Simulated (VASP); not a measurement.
# PbO2 (P4_2/mnm) in VASP: notebook

Aim: see how the results for PbO2 move with the level of theory and the settings. Levels: PBE, r2SCAN. Tasks: single point.

Everything below comes from runs of VASP 6.6.1. Logs are shortened: lines on timing, memory, paths and dates and some standing lists are left out, and cuts for length are marked.

## (1) The cell of the first run

The structure is tetragonal, space group P4_2/mnm (No. 136). Conventional cell: a = 4.983 Å, b = 4.983 Å, c = 3.408 Å, α = 90.00°, β = 90.00°, γ = 90.00°. Within 2.9 Å of Pb (site symmetry mmm) lie 6 O at 2.16 to 2.18 Å. Within 2.9 Å of O (site symmetry m2m) lie 3 Pb at 2.16 to 2.18 Å and 1 O at 2.72 Å.

## (2) Single point, PBE

Contents of INCAR:

```
SYSTEM = PbO2
PREC = Accurate
ENCUT = 520
EDIFF = 1E-6
ISMEAR = -1
SIGMA = 0.02
LREAL = .FALSE.
LASPH = .TRUE.
NELM = 100
ALGO = Normal
ISIF = 2
LWAVE = .FALSE.
LCHARG = .FALSE.
GGA = PE
NBANDS = 35
```

Contents of KPOINTS:

```
regular mesh
0
G
  6 6 8
  0 0 0
```

Contents of POSCAR:

```
PbO2
1.0
    4.9827451507      0.0000000000      0.0000000000
    0.0000000000      4.9827451507      0.0000000000
    0.0000000000      0.0000000000      3.4080397418
Pb O
2 4
Direct
    0.0000000000      0.0000000000      0.0000000000
    0.5000000000      0.5000000000      0.5000000000
    0.3072243850      0.3072243850      0.0000000000
    0.1927756150      0.8072243850      0.5000000000
    0.6927756150      0.6927756150      0.0000000000
    0.8072243850      0.1927756150      0.5000000000
```

Potentials or basis: VASP PAW PBE potentials, release 64 (Pb_d, O).

Started as:

```console
$ cat potpaw_PBE.64/Pb_d/POTCAR potpaw_PBE.64/O/POTCAR > POTCAR
$ mpirun -np 1 vasp_std > vasp.out
```

OUTCAR:

```text
SYSTEM = PbO2
   PREC = Accurate
   ENCUT = 520
   EDIFF = 1E-6
   ISMEAR = -1
   LREAL = .FALSE.
   LASPH = .TRUE.
   NELM = 100
   ISIF = 2
   GGA = PE

 ion  position               nearest neighbor table
   1  0.000  0.000  0.000-   3 2.16   5 2.16   4 2.18   6 2.18   4 2.18   6 2.18   2 3.91   2 3.91
                             2 3.91   2 3.91   2 3.91   2 3.91   2 3.91   2 3.91
   2  0.500  0.500  0.500-   4 2.16   6 2.16   5 2.18   3 2.18   3 2.18   5 2.18   1 3.91   1 3.91
                             1 3.91   1 3.91   1 3.91   1 3.91   1 3.91   1 3.91
   3  0.307  0.307  0.000-   1 2.16   2 2.18   2 2.18
   4  0.193  0.807  0.500-   2 2.16   1 2.18   1 2.18
   5  0.693  0.693  0.000-   1 2.16   2 2.18   2 2.18
   6  0.807  0.193  0.500-   2 2.16   1 2.18   1 2.18

  LATTYP: Found a simple tetragonal cell.
 ALAT       =     4.9827451507
 C/A-ratio  =     0.6839683024

  Lattice vectors:

 A1 = (   4.9827451507,   0.0000000000,   0.0000000000)
 A2 = (   0.0000000000,   4.9827451507,   0.0000000000)
 A3 = (   0.0000000000,   0.0000000000,   3.4080397418)

Analysis of symmetry for initial positions (statically):
=====================================================================
 Subroutine PRICEL returns:
 Original cell was already a primitive cell.

 Routine SETGRP: Setting up the symmetry group for a
 simple tetragonal supercell.

 Subroutine GETGRP returns: Found 16 space group operations
 (whereof  8 operations were pure point group operations)
 out of a pool of 16 trial point group operations.

The static configuration has the point symmetry D_2h.
 The point group associated with its full space group is D_4h.

Analysis of symmetry for dynamics (positions and initial velocities):
=====================================================================
 Subroutine PRICEL returns:
 Original cell was already a primitive cell.

 Routine SETGRP: Setting up the symmetry group for a
 simple tetragonal supercell.

 Subroutine GETGRP returns: Found 16 space group operations
 (whereof  8 operations were pure point group operations)
 out of a pool of 16 trial point group operations.

The dynamic configuration has the point symmetry D_2h.
 The point group associated with its full space group is D_4h.

 Subroutine INISYM returns: Found 16 space group operations
 (whereof  8 operations are pure point group operations),
 and found     1 'primitive' translations

----------------------------------------------------------------------------------------

                                     Primitive cell

  volume of cell :      84.6140

  direct lattice vectors                    reciprocal lattice vectors
     4.982745151  0.000000000  0.000000000     0.200692584  0.000000000  0.000000000
     0.000000000  4.982745151  0.000000000     0.000000000  0.200692584  0.000000000
     0.000000000  0.000000000  3.408039742     0.000000000  0.000000000  0.293423808

  length of vectors
     4.982745151  4.982745151  3.408039742     0.200692584  0.200692584  0.293423808

  position of ions in fractional coordinates (direct lattice)
     0.000000000  0.000000000  0.000000000
     0.500000000  0.500000000  0.500000000
     0.307224385  0.307224385  0.000000000
     0.192775615  0.807224385  0.500000000
     0.692775615  0.692775615  0.000000000
     0.807224385  0.192775615  0.500000000

  ion indices of the primitive-cell ions
   primitive index   ion index
                 1           1
                 2           2
                 3           3
                 4           4
                 5           5
                 6           6

----------------------------------------------------------------------------------------

 KPOINTS: regular mesh

Automatic generation of k-mesh.
 Grid dimensions read from file:
 generate k-points for:    6    6    8

 Generating k-lattice:

  Cartesian coordinates                     Fractional coordinates (reciprocal lattice)
     0.033448764  0.000000000  0.000000000     0.166666667  0.000000000  0.000000000
     0.000000000  0.033448764  0.000000000     0.000000000  0.166666667  0.000000000
     0.000000000  0.000000000  0.036677976     0.000000000  0.000000000  0.125000000

  Length of vectors
     0.033448764  0.033448764  0.036677976

  Shift w.r.t. Gamma in fractional coordinates (k-lattice)
     0.000000000  0.000000000  0.000000000

 Subroutine IBZKPT returns following result:
 ===========================================

 Found     50 irreducible k-points:

 Following reciprocal coordinates:
            Coordinates               Weight
  0.000000  0.000000  0.000000      1.000000
  0.166667  0.000000  0.000000      4.000000
  0.333333  0.000000  0.000000      4.000000
  0.500000  0.000000  0.000000      2.000000
  0.166667  0.166667  0.000000      4.000000
  0.333333  0.166667  0.000000      8.000000
[... 16 lines left out ...]
  0.333333  0.000000  0.250000      8.000000
  0.500000  0.000000  0.250000      4.000000
 [... further k-points ...]
   k-points           NKPTS =     50   k-points in BZ     NKDIM =     50   number of bands    NBANDS=     35
   number of dos      NEDOS =    301   number of ions     NIONS =      6
   total plane-waves  NPLWV =  44800
   dimension x,y,z NGX =    40 NGY =   40 NGZ =   28
   dimension x,y,z NGXF=    80 NGYF=   80 NGZF=   56
   ions per type =               2   4
   NGX,Y,Z   is equivalent  to a cutoff of  13.35, 13.35, 13.66 a.u.
   NGXF,Y,Z  is equivalent  to a cutoff of  26.69, 26.69, 27.32 a.u.
 SYSTEM =  PbO2
   PREC   = accura    normal or accurate (medium, high low for compatibility)
   ISTART =      0    job   : 0-new  1-cont  2-samecut
   ICHARG =      2    charge: 1-file 2-atom 10-const
   ISPIN  =      1    spin polarized calculation?
   LNONCOLLINEAR =      F non collinear calculations
   LSORBIT =      F    spin-orbit coupling
   LASPH  =      T    aspherical Exc in radial PAW
   ENCUT  =  520.0 eV  38.22 Ry    6.18 a.u.   9.26  9.26  6.34*2*pi/ulx,y,z
   NELM   =    100;   NELMIN=  2; NELMDL= -5     # of ELM steps
   EDIFF  = 0.1E-05   stopping-criterion for ELM
   LREAL  =      F    real-space projection
   EDIFFG = 0.1E-04   stopping-criterion for IOM
   NSW    =      0    number of steps for IOM
   IBRION =     -1    ionic relax: 0-MD 1-quasi-New 2-CG
   NFREE  =      0    steps in history (QN), initial steepest desc. (CG)
   ISIF   =      2    stress and relaxation
   ISYM   =      2    0-nonsym 1-usesym 2-fastsym
   POTIM  = 0.5000    time-step for ionic-motion
   TEBEG  =    0.0;   TEEND  =   0.0 temperature during run
   PSTRESS=    0.0 pullay stress
   NELECT =      52.0000    total number of electrons
   NUPDOWN=      -1.0000    fix difference up-down
   EMIN   =  10.00;   EMAX   =-10.00  energy-range for DOS
   EFERMI =   0.00;   METHOD = LEGACY
   ISMEAR =    -1;   SIGMA  =   0.02  broadening in eV -4-tet -1-fermi 0-gaus
   EFERMI_NEDOS =   21; number of points for ismear=-14 and -15
   IALGO  =     38    algorithm
   IMIX   =      4    mixing-type and parameters
     AMIX     =   0.40;   BMIX     =  1.00
     AMIX_MAG =   1.60;   BMIX_MAG =  1.00
  volume/ion in A,a.u.               =      14.10        95.17
  Fermi-wavevector in a.u.,A,eV,Ry     =   1.391859  2.630232 26.358183  1.937272
  Thomas-Fermi vector in A             =   2.515658
   LORBIT       =      0    0 simple, 1 ext, 2 COOP (PROOUT), +10 PAW based schemes
   GGA     = PE    functional components
   LHFCALC =     F    Hartree Fock is set to
   AEXX    =    0.0000 exact exchange contribution
   IVDW    =     0    specifies the selected vdW correction
   LEPSILON=     F    determine dielectric tensor
   LRPA    =     F    only Hartree local field effects (RPA)
 non-spin polarized calculation
  energy-cutoff  :      520.00
  volume of cell :       84.61
 maximum number of plane-waves:      2302
 NGX is ok and might be reduce to    40
   NGX = 19   NGY = 19   NGZ = 13

 number of electron      52.0000010 magnetization

 Free energy of the ion-electron system (eV)
  ---------------------------------------------------
  ext. energy  EPLUGINS =         0.00000000
  ---------------------------------------------------
  free energy    TOTEN  =       -31.77786532 eV

  energy without entropy =      -31.77750495  energy(sigma->0) =      -31.77768513

 E-fermi :   4.2777     XC(G=0): -10.6340

 val. band max:        4.2319023546   @ k =   0.0000   0.0000   0.1250
 cond. band min:       4.3305487072   @ k =   0.1667   0.0000   0.0000
 fundamental gap:      0.0986463526
 Fermi energy:         4.2777402002

 k-point     1 :       0.0000    0.0000    0.0000
  band No.  band energies     occupation
      1     -14.0224      2.00000
      2     -13.9194      2.00000
      3     -12.2643      2.00000
      4     -12.2643      2.00000
      5     -11.2940      2.00000
      6     -11.0951      2.00000
[... 27 lines left out ...]
     34      15.3468      0.00000
     35      16.1463      0.00000

 k-point     2 :       0.1667    0.0000    0.0000
  band No.  band energies     occupation
      1     -13.9502      2.00000
      2     -13.8728      2.00000
      3     -12.5157      2.00000
      4     -12.4177      2.00000
      5     -11.0538      2.00000
      6     -11.0535      2.00000
[... 27 lines left out ...]
     34      15.6987      0.00000
     35      16.1507      0.00000

 k-point     3 :       0.3333    0.0000    0.0000
  band No.  band energies     occupation
      1     -13.7634      2.00000
      2     -13.7458      2.00000
      3     -12.8832      2.00000
      4     -12.7541      2.00000
      5     -11.0459      2.00000
      6     -11.0454      2.00000
[... 27 lines left out ...]
     34      16.2494      0.00000
     35      16.3559      0.00000
[... 723 lines left out ...]
 k-point    23 :       0.3333    0.0000    0.2500
  band No.  band energies     occupation
      1     -13.5380      2.00000
      2     -13.4978      2.00000
      3     -13.1602      2.00000
      4     -13.1175      2.00000
      5     -11.0801      2.00000
      6     -10.9406      2.00000
[... 27 lines left out ...]
     34      15.6575      0.00000
     35      16.4374      0.00000

 k-point    24 :       0.5000    0.0000    0.2500
  band No.  band energies     occupation
      1     -13.4762      2.00000
      2     -13.4762      2.00000
      3     -13.1779      2.00000
      4     -13.1779      2.00000
      5     -10.9708      2.00000
      6     -10.9708      2.00000
[... 27 lines left out ...]
     34      15.6882      0.00000
     35      16.5477      0.00000

 [... further k-points ...]

------------------------ aborting loop because EDIFF is reached ----------------------------------------

  FORCE on cell =-STRESS in cart. coord.  units (eV):
  Direction    XX          YY          ZZ          XY          YZ          ZX
  --------------------------------------------------------------------------------------
  -------------------------------------------------------------------------------------
  Total        3.2792609      3.2792609      3.9201593      0.0000000      0.0000000      0.0000000
  in kB       62.0932732     62.0932732     74.2287747      0.0000000      0.0000000      0.0000000
  external PRESSURE =      66.1384403 kB  Pullay stress =       0.0000000 kB

 VOLUME and BASIS-vectors are now :
 -----------------------------------------------------------------------------
  energy-cutoff  :      520.00
  volume of cell :       84.61
      direct lattice vectors                 reciprocal lattice vectors
     4.982745151  0.000000000  0.000000000     0.200692584  0.000000000  0.000000000
     0.000000000  4.982745151  0.000000000     0.000000000  0.200692584  0.000000000
     0.000000000  0.000000000  3.408039742     0.000000000  0.000000000  0.293423808

 POSITION                                       TOTAL-FORCE (eV/Angst)
 -----------------------------------------------------------------------------------
      0.00000      0.00000      0.00000         0.000000     -0.000000     -0.000000
      2.49137      2.49137      1.70402         0.000000     -0.000000     -0.000000
      1.53082      1.53082      0.00000        -0.022261     -0.022261      0.000000
      0.96055      4.02219      1.70402         0.022261     -0.022261     -0.000000
      3.45192      3.45192      0.00000         0.022261      0.022261     -0.000000
      4.02219      0.96055      1.70402        -0.022261      0.022261     -0.000000
 -----------------------------------------------------------------------------------
    total drift:                               -0.000000      0.000000     -0.000000

  FREE ENERGIE OF THE ION-ELECTRON SYSTEM (eV)
  ---------------------------------------------------
  free  energy   TOTEN  =       -31.7778653162 eV

  energy  without entropy=      -31.7775049459  energy(sigma->0) =      -31.77768513
```

Wall time 3.8 min (1 thread of Intel Xeon 8259CL, shared host); peak memory 0.27 GiB.

Results:

```yaml
Free_energy: -31.7779 eV
Pressure: 6.6 GPa
Largest_force: 0.031 eV/Å
Band_gap_on_the_k_mesh: 0.10 eV (least direct gap 0.13 eV)
```

Forces on the atoms (eV/Å):
```
Pb   0.000  0.000  0.000
Pb   0.000  0.000  0.000
O   -0.022 -0.022  0.000
O    0.022 -0.022  0.000
O    0.022  0.022  0.000
O   -0.022  0.022  0.000
```

Caveat: the cell stands under pressure; spin-orbit coupling is left out, which moves the levels of the heavy elements.

## (3) Single point, r2SCAN

POSCAR is that of step 2.

Contents of INCAR.step1:

```
SYSTEM = PbO2
PREC = Accurate
ENCUT = 520
ISMEAR = -1
SIGMA = 0.02
LREAL = .False.
LASPH = .True.
NELM = 100
NBANDS = 35
GGA = PE
ALGO = Normal
EDIFF = 1E-4
LWAVE = .True.
LCHARG = .False.
```

Contents of INCAR.step2:

```
SYSTEM = PbO2
PREC = Accurate
ENCUT = 520
EDIFF = 1E-6
ISMEAR = -1
SIGMA = 0.02
LREAL = .False.
LASPH = .True.
NELM = 100
ALGO = Normal
ISIF = 2
LWAVE = .False.
LCHARG = .False.
METAGGA = R2SCAN
LMIXTAU = .True.
NBANDS = 35
ISTART = 1
```

Contents of KPOINTS:

```
regular mesh
0
Gamma
  6 6 8
  0 0 0
```

Potentials or basis: VASP PAW PBE potentials, release 64 (Pb_d, O).

Started as:

```console
$ cat potpaw_PBE.64/Pb_d/POTCAR potpaw_PBE.64/O/POTCAR > POTCAR
$ cp INCAR.step1 INCAR
$ mpirun -np 1 vasp_std > vasp.out
$ cp INCAR.step2 INCAR
$ mpirun -np 1 vasp_std > vasp.out
```

Run time: 12 min. Hardware: 1 thread of Intel Xeon 8259CL, shared host; peak memory 0.29 GiB.

It converged, with:

```
Free energy            : -142.2613 eV
Pressure               : 0.8 GPa
Largest force          : 0.007 eV/Å
Band gap on the k mesh : 0.10 eV (least direct gap 0.34 eV)
```

Forces in eV/Å, atoms in the order of the input:
```
Pb   0.000  0.000  0.000
Pb   0.000  0.000  0.000
O   -0.005 -0.005  0.000
O    0.005 -0.005  0.000
O    0.005  0.005  0.000
O   -0.005  0.005  0.000
```

Stress tensor (GPa, compression positive):
```
0.76 0.00 0.00
0.00 0.76 0.00
0.00 0.00 0.94
```

Levels at points of the mesh, in eV from the valence-band top:
```tsv
k point	band 24	band 25	band 26	band 27	band 28	band 29
(0.00, 0.00, 0.00)	-0.49	-0.49	-0.44	0.10	4.84	6.61
(0.50, 0.00, 0.00)	-0.53	-0.33	-0.33	2.92	2.92	7.20
(0.50, 0.50, 0.00)	-0.55	-0.47	-0.47	3.34	3.34	7.47
(0.00, 0.00, 0.50)	-1.12	-0.78	-0.78	4.33	4.33	9.73
(0.50, 0.00, 0.50)	-0.77	-0.08	-0.08	4.64	4.64	8.18
(0.50, 0.50, 0.50)	-0.64	-0.52	-0.52	3.38	3.38	9.13
```

Caveat: the PAW data sets were made with another functional, which shifts forces and pressure a little; spin-orbit coupling is left out, which moves the levels of the heavy elements. A k mesh can miss the band edges.
